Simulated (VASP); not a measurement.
# Hf (I4/mmm) in VASP: notebook

Runs on Hf. Level: LDA. Tasks: single point.

All numbers are computed with VASP 6.6.1; they aren't measurements. Logs are shortened: lines on timing, memory, paths and dates and some standing lists are left out, and cuts for length are marked.

### 1 The cell of the first run

Symmetry: I4/mmm, No. 139, tetragonal system. The conventional cell has a = 3.314 Å, b = 3.314 Å, c = 3.706 Å, α = 90.00°, β = 90.00°, γ = 90.00°. Within 3.9 Å of Hf (site symmetry 4/mmm) lie 14 Hf at 2.99 to 3.71 Å.

### 2 Single point, LDA

The input, INCAR:

```
PREC = Accurate ; ENCUT = 520
EDIFF = 1E-6 ; ISMEAR = 0
SIGMA = 0.15 ; LREAL = False
LASPH = True ; NELM = 80
ALGO = Normal ; ISIF = 2
LWAVE = False ; LCHARG = False
GGA = CA ; NBANDS = 11
```

The input, KPOINTS:

```
Automatic mesh
0
Gamma
  18 18 18
```

The input, POSCAR:

```
Hf
1.0
    0.0000000000      2.3434404118      1.8529528837
    2.3434404118      0.0000000000      1.8529528837
    2.3434404118      2.3434404118      0.0000000000
Hf
1
Direct
    0.0000000000      0.0000000000      0.0000000000
```

Potentials or basis: VASP PAW LDA potentials, release 64 (Hf_pv).

Launch:

```
> cat potpaw_LDA.64/Hf_pv/POTCAR > POTCAR
> mpirun -np 1 vasp_std > vasp.out
```

OUTCAR:

```text
PREC = Accurate
   ENCUT = 520
   EDIFF = 1E-6
   ISMEAR = 0
   LREAL = False
   LASPH = True
   NELM = 80
   ISIF = 2
   GGA = CA

 ion  position               nearest neighbor table
   1  0.000  0.000  0.000-

  LATTYP: Found a body centered tetragonal cell.
 ALAT       =     3.3141252130
 C/A-ratio  =     1.1182153749

  Lattice vectors:

 A1 = (   0.0000000000,  -2.3434404118,  -1.8529528837)
 A2 = (   0.0000000000,   2.3434404118,  -1.8529528837)
 A3 = (   2.3434404118,   0.0000000000,   1.8529528837)

Analysis of symmetry for initial positions (statically):
=====================================================================
 Subroutine PRICEL returns:
 Original cell was already a primitive cell.

 Routine SETGRP: Setting up the symmetry group for a
 body centered tetragonal supercell.

 Subroutine GETGRP returns: Found 16 space group operations
 (whereof 16 operations were pure point group operations)
 out of a pool of 16 trial point group operations.

The static configuration has the point symmetry D_4h.

Analysis of symmetry for dynamics (positions and initial velocities):
=====================================================================
 Subroutine PRICEL returns:
 Original cell was already a primitive cell.

 Routine SETGRP: Setting up the symmetry group for a
 body centered tetragonal supercell.

 Subroutine GETGRP returns: Found 16 space group operations
 (whereof 16 operations were pure point group operations)
 out of a pool of 16 trial point group operations.

The dynamic configuration has the point symmetry D_4h.

 Subroutine INISYM returns: Found 16 space group operations
 (whereof 16 operations are pure point group operations),
 and found     1 'primitive' translations

----------------------------------------------------------------------------------------

                                     Primitive cell

  volume of cell :      20.3518

  direct lattice vectors                    reciprocal lattice vectors
     0.000000000  2.343440412  1.852952884    -0.213361516  0.213361516  0.269839565
     2.343440412  0.000000000  1.852952884     0.213361516 -0.213361516  0.269839565
     2.343440412  2.343440412  0.000000000     0.213361516  0.213361516 -0.269839565

  length of vectors
     2.987498511  2.987498511  3.314125213     0.404795830  0.404795830  0.404795830

  position of ions in fractional coordinates (direct lattice)
     0.000000000  0.000000000  0.000000000
[... 69 lines left out ...]
   ICHARG =      2    charge: 1-file 2-atom 10-const
   ISPIN  =      1    spin polarized calculation?
   LNONCOLLINEAR =      F non collinear calculations
   LSORBIT =      F    spin-orbit coupling
   LASPH  =      T    aspherical Exc in radial PAW
   ENCUT  =  520.0 eV  38.22 Ry    6.18 a.u.   5.55  5.55  6.16*2*pi/ulx,y,z
   NELM   =     80;   NELMIN=  2; NELMDL= -5     # of ELM steps
   EDIFF  = 0.1E-05   stopping-criterion for ELM
   LREAL  =      F    real-space projection
[... 7 lines left out ...]
   TEBEG  =    0.0;   TEEND  =   0.0 temperature during run
   PSTRESS=    0.0 pullay stress
   NELECT =      10.0000    total number of electrons
   NUPDOWN=      -1.0000    fix difference up-down
   EMIN   =  10.00;   EMAX   =-10.00  energy-range for DOS
   EFERMI =   0.00;   METHOD = LEGACY
   ISMEAR =     0;   SIGMA  =   0.15  broadening in eV -4-tet -1-fermi 0-gaus
   EFERMI_NEDOS =   21; number of points for ismear=-14 and -15
   IALGO  =     38    algorithm
   IMIX   =      4    mixing-type and parameters
     AMIX     =   0.40;   BMIX     =  1.00
     AMIX_MAG =   1.60;   BMIX_MAG =  1.00
  volume/ion in A,a.u.               =      20.35       137.34
  Fermi-wavevector in a.u.,A,eV,Ry     =   1.291836  2.441216 22.705955  1.668841
  Thomas-Fermi vector in A             =   2.423581
   LORBIT       =      0    0 simple, 1 ext, 2 COOP (PROOUT), +10 PAW based schemes
   GGA     = CA    functional components
   LHFCALC =     F    Hartree Fock is set to
   AEXX    =    0.0000 exact exchange contribution
   IVDW    =     0    specifies the selected vdW correction
   LEPSILON=     F    determine dielectric tensor
   LRPA    =     F    only Hartree local field effects (RPA)
 non-spin polarized calculation
 Gauss-broadening in eV      SIGMA  =   0.15
  energy-cutoff  :      520.00
  volume of cell :       20.35
 maximum number of plane-waves:       563
 NGX is ok and might be reduce to    24

 number of electron      10.0000000 magnetization

 Free energy of the ion-electron system (eV)
  ---------------------------------------------------
  ext. energy  EPLUGINS =         0.00000000
  ---------------------------------------------------
  free energy    TOTEN  =       -10.57127691 eV

  energy without entropy =      -10.55226673  energy(sigma->0) =      -10.56177182

 E-fermi :   5.1629     XC(G=0): -11.9059

 val. band max:        5.1615549363   @ k =  -0.3889   0.3333   0.1667
 cond. band min:       5.1668938140   @ k =   0.3889   0.1111   0.0556
 fundamental gap:      0.0053388777
 Fermi energy:         5.1629222292

 k-point     1 :       0.0000    0.0000    0.0000
  band No.  band energies     occupation
      1     -24.1983      2.00000
      2     -24.1981      2.00000
      3     -24.1981      2.00000
      4      -2.1456      2.00000
      5       6.3199      0.00000
      6       6.3199      0.00000
      7       7.5798      0.00000
      8       8.7131      0.00000
      9      10.4406      0.00000
     10      17.7622      0.00000
     11      17.8971      0.00000
[... 309 lines left out ...]
 k-point    24 :      -0.2222    0.0556    0.0000
  band No.  band energies     occupation
      1     -24.7150      2.00000
      2     -24.3376      2.00000
      3     -24.2433      2.00000
      4      -0.2060      2.00000
      5       5.6021      0.00003
      6       6.0326      0.00000
      7       8.1522      0.00000
      8       8.6094      0.00000
      9      10.3038      0.00000
     10      17.7589      0.00000
     11      19.4725      0.00000

 [... further k-points ...]
[... 5 lines left out ...]
  --------------------------------------------------------------------------------------
  -------------------------------------------------------------------------------------
  Total        0.0069662      0.0069662      0.3563558      0.0000000     -0.0000000     -0.0000000
  in kB        0.5484056      0.5484056     28.0538361      0.0000000     -0.0000000     -0.0000000
  external PRESSURE =       9.7168824 kB  Pullay stress =       0.0000000 kB

 VOLUME and BASIS-vectors are now :
 -----------------------------------------------------------------------------
  energy-cutoff  :      520.00
  volume of cell :       20.35
      direct lattice vectors                 reciprocal lattice vectors
     0.000000000  2.343440412  1.852952884    -0.213361516  0.213361516  0.269839565
     2.343440412  0.000000000  1.852952884     0.213361516 -0.213361516  0.269839565
     2.343440412  2.343440412  0.000000000     0.213361516  0.213361516 -0.269839565

 POSITION                                       TOTAL-FORCE (eV/Angst)
 -----------------------------------------------------------------------------------
      0.00000      0.00000      0.00000         0.000000      0.000000      0.000000
 -----------------------------------------------------------------------------------
    total drift:                               -0.000000     -0.000000     -0.000000

  FREE ENERGIE OF THE ION-ELECTRON SYSTEM (eV)
  ---------------------------------------------------
  free  energy   TOTEN  =       -10.5712769062 eV

  energy  without entropy=      -10.5522667313  energy(sigma->0) =      -10.56177182
```

Run time: 77 s. Hardware: 1 thread of Intel Xeon Platinum 8375C at 2.90GHz (Ice Lake), shared host; peak memory 0.22 GiB.

Results:

```
Free energy            : -10.5713 eV
Pressure               : 1.0 GPa
Band gap on the k mesh : zero (band 5 reaches 6.48 eV, above the bottom of band 6 at 4.42 eV)
```

Stress tensor (GPa, compression positive):
```
0.05 0.00 0.00
0.00 0.05 0.00
0.00 0.00 2.81
```

Levels at points of the mesh, in eV from the Fermi level:
```csv
k point,band 3,band 4,band 5,band 6,band 7,band 8
"(0.00, 0.00, 0.00)",-29.36,-7.31,1.16,1.16,2.42,3.55
"(0.50, 0.00, 0.00)",-29.37,-3.75,-0.25,1.38,3.35,5.78
"(0.50, 0.50, 0.00)",-30.05,-3.23,-2.86,6.40,7.14,7.57
"(0.50, 0.00, 0.50)",-29.45,-3.66,-1.58,2.11,5.61,6.18
```

Caveat: the cell differs from its parent crystal (strain +e along x and -e along y +0.0000, strain +e along z and -e/2 along x and y -0.1500); spin-orbit coupling is left out, which moves the levels of the heavy elements.

### 3 Single point, LDA

This run uses another cell than the first one, of the same volume but with other edges.

The input, INCAR:

```
SYSTEM = Hf
PREC = Accurate ; ENCUT = 520
EDIFF = 1E-7 ; ISMEAR = 0
SIGMA = 0.15 ; LREAL = .False.
LASPH = .True. ; NELM = 60
ALGO = Normal ; ISIF = 2
LWAVE = .False. ; LCHARG = .False.
GGA = CA ; NBANDS = 11
```

The input, KPOINTS:

```
regular mesh
0
Gamma
  18 18 18
  0 0 0
```

The input, POSCAR:

```
Hf
1.0
    0.0000000000      2.0164487264      2.5069362545
    2.0164487264      0.0000000000      2.5069362545
    2.0164487264      2.0164487264      0.0000000000
Hf
1
Direct
    0.0000000000      0.0000000000      0.0000000000
```

Potentials or basis: VASP PAW LDA potentials, release 64 (Hf_pv).

Launch:

```
> cat potpaw_LDA.64/Hf_pv/POTCAR > POTCAR
> mpirun -np 1 vasp_std > vasp.out
```

Wall time 64 s (1 thread of Intel Xeon Platinum 8375C at 2.90GHz (Ice Lake), shared host); peak memory 0.21 GiB.

The run converged. Its results:

```yaml
Free_energy: -10.5422 eV
Pressure: 1.2 GPa
Band_gap_on_the_k_mesh: zero (band 5 reaches 6.10 eV, above the bottom of band 6 at 4.53 eV)
```

Stress tensor (GPa, compression positive):
```
 4.46  0.00  0.00
 0.00  4.46  0.00
 0.00  0.00 -5.21
```

Levels at points of the mesh, in eV from the Fermi level:
```tsv
k point	band 1	band 2	band 3	band 4	band 5	band 6	band 7	band 8	band 9	band 10
(0.00, 0.00, 0.00)	-29.48	-29.33	-29.33	-7.26	-0.17	2.01	2.82	2.82	6.60	12.56
(0.50, 0.00, 0.00)	-30.64	-29.68	-29.31	-3.67	-0.03	1.37	2.76	6.45	7.09	11.05
(0.50, 0.50, 0.00)	-30.34	-29.50	-29.50	-3.82	-2.09	1.20	7.51	7.51	7.58	10.14
(0.50, 0.00, 0.50)	-30.55	-30.23	-29.65	-3.46	-2.18	4.71	5.59	5.83	9.06	9.55
```

Caveat: the cell differs from its parent crystal (strain +e along x and -e along y +0.0000, strain +e along z and -e/2 along x and y +0.1500); spin-orbit coupling is left out, which moves the levels of the heavy elements.

### 4 Single point, LDA

The input, INCAR:

```
PREC = Accurate ; ENCUT = 520
EDIFF = 1E-6 ; ISMEAR = 0
SIGMA = 0.15 ; LREAL = F
LASPH = T ; NELM = 80
ALGO = Fast ; ISIF = 2
LWAVE = F ; LCHARG = F
GGA = CA ; NBANDS = 11
```

The input, KPOINTS:

```
Automatic mesh
0
Gamma
  18 18 18
```

The input, POSCAR:

```
Hf
1.0
    0.0000000000      2.2344431833      2.0709473406
    2.2344431833      0.0000000000      2.0709473406
    2.2344431833      2.2344431833      0.0000000000
Hf
1
Direct
    0.0000000000      0.0000000000      0.0000000000
```

Launch:

```
> cat potpaw_LDA.64/Hf_pv/POTCAR > POTCAR
> mpirun -np 1 vasp_std > vasp.out
```

Run time: 59 s. Hardware: 1 thread of Intel Xeon Platinum 8375C at 2.90GHz (Ice Lake), shared host; peak memory 0.22 GiB.

The run converged. Its results:

| Item | Value |
| --- | --- |
| Free energy | -10.6279 eV |
| Pressure | 0.2 GPa |
| Band gap on the k mesh | zero (band 5 reaches 6.38 eV, above the bottom of band 6 at 4.42 eV) |

Stress tensor (GPa, compression positive):
```
-0.91  0.00  0.00
 0.00 -0.91  0.00
 0.00  0.00  2.55
```

Levels at points of the mesh, in eV from the Fermi level:
```
           k point  band 2  band 3  band 4  band 5  band 6  band 7  band 8  band 9
(0.00, 0.00, 0.00)  -29.57  -29.56   -7.40    1.11    1.11    2.00    3.70    4.97
(0.50, 0.00, 0.00)  -29.77  -29.65   -3.85    0.59    1.04    1.68    6.41    7.12
(0.50, 0.50, 0.00)  -30.05  -30.05   -3.50   -2.60    4.02    6.74    7.48    7.48
(0.50, 0.00, 0.50)  -29.98  -29.84   -3.64   -2.32    2.70    6.63    6.96    7.94
```

Caveat: the cell differs from its parent crystal (strain +e along x and -e along y +0.0000, strain +e along z and -e/2 along x and y -0.0500); spin-orbit coupling is left out, which moves the levels of the heavy elements.

### 5 Overview

```csv
cell,gap on the mesh (eV),pressure (GPa)
"a = 2.987, b = 2.987, c = 3.314 Å, angles 56.3, 56.3, 67.4°, 1 atom",none,1.0
"a = 3.217, b = 3.217, c = 2.852 Å, angles 63.7, 63.7, 52.6°, 1 atom",none,1.2
"a = 3.047, b = 3.047, c = 3.160 Å, angles 58.8, 58.8, 62.5°, 1 atom",none,0.2
```

Alike in all rows: task single point; level LDA; potentials or basis VASP PAW LDA potentials, release 64 (Hf_pv); no spin polarisation; k mesh 18 × 18 × 18; cutoff (eV) 520; smearing gaussian 0.15 eV.

Caveats: spin-orbit coupling is left out, which moves the levels of the heavy elements.

Absolute energies hang on the potentials; compare differences alone.
